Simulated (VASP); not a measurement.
Crystal: ScAlN2.

```
CELL_PARAMETERS angstrom
2.12257 1.22546 4.21851
-2.12257 1.22546 4.21851
0.00000 -2.45093 4.21851
ATOMIC_POSITIONS crystal
Sc 0.50000 0.50000 0.50000
Al 0.00000 0.00000 0.00000
N 0.18685 0.18685 0.18685
N 0.81315 0.81315 0.81315
```

Base run:

```yaml
Program: VASP 6.6.1
Functional: PBE
Potentials_or_basis: VASP PAW PBE potentials, release 64 (Sc_sv, Al, N)
Cutoff: 520 eV
k_mesh: 6 × 6 × 6
Occupations: gaussian, width 0.1 eV
Spin: no spin polarisation
```

Its results: pressure -17.5 GPa; largest force 0.679 eV/Å.

Problem. The run is repeated on the same cell with these changes: spin from no spin polarisation to collinear spin, ferromagnetic start; further incar settings from ALGO = Normal; EDIFF = 1e-06; NBANDS = 20 to ALGO = Normal; EDIFF = 1e-07; NBANDS = 24. What comes out?

Solution. Pressure -17.4 GPa; net moment 0.28 μB per cell; site moments Sc +0.02; Al -0.00; N +0.09 μB; largest force 0.686 eV/Å.
